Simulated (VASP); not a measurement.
# PbSe: single point with PBE

Crystal: PbSe.

```
Pb Se
1.0
     0.00000   11.60129    3.02140
     3.01435    0.00000    3.02140
     3.01435   11.60129    0.00000
Pb Se
2 2
Cartesian
  3.0143 4.4719 3.0093
  3.0143 18.7307 3.0093
  3.0143 15.9963 2.9308
  3.0143 7.2062 2.9308
```

This cell differs from its parent crystal: functional PBE, strained.

```
Program                : VASP 6.6.1
Task                   : single point
Functional             : PBE
Potentials or basis    : VASP PAW PBE potentials, release 64 (Pb_d, Se)
Cutoff                 : 520 eV
k mesh                 : 6 × 6 × 6
Occupations            : gaussian, width 0.02 eV
Spin                   : no spin polarisation
Dipole correction      : no
Further INCAR settings : ALGO = Normal; EDIFF = 1e-06; NBANDS = 28
```

| Item | Value |
| --- | --- |
| Pressure | 2.8 GPa |
| Largest force | 0.658 eV/Å |
| Band gap on the k mesh | 1.70 eV, direct |

Forces on the atoms (eV/Å):
```
Pb   0.000 -0.651 -0.100
Pb   0.000  0.651 -0.100
Se   0.000 -0.543  0.100
Se   0.000  0.543  0.100
```

Stress tensor (GPa, compression positive):
```
2.99 0.00 0.00
0.00 2.45 0.00
0.00 0.00 2.96
```

Levels at points of the mesh, in eV from the valence-band top:
| k point | band 18 | band 19 | band 20 | band 21 | band 22 | band 23 |
| --- | --- | --- | --- | --- | --- | --- |
| (0.00, 0.00, 0.00) | -1.57 | -1.56 | -0.53 | 2.18 | 3.78 | 4.37 |
| (0.50, 0.00, 0.00) | -1.08 | 0.00 | 0.00 | 1.71 | 1.71 | 2.58 |
| (0.50, 0.50, 0.00) | -3.10 | -1.55 | -1.53 | 3.87 | 3.93 | 5.07 |
| (0.50, 0.00, 0.50) | -1.57 | -1.56 | -0.53 | 2.03 | 4.37 | 4.82 |
| (0.00, 0.50, 0.50) | -3.10 | -1.55 | -1.53 | 3.90 | 3.90 | 5.05 |

It took 11 min on 1 thread of Intel(R) Xeon(R) Platinum 8375C CPU @ 2.90GHz (Ice Lake), with other jobs on the host, peak memory 0.69 GiB.

Caveat: the cell differs from its parent crystal (functional PBE, strained); spin-orbit coupling is left out, which moves the levels of the heavy elements. A k mesh can miss the band edges.
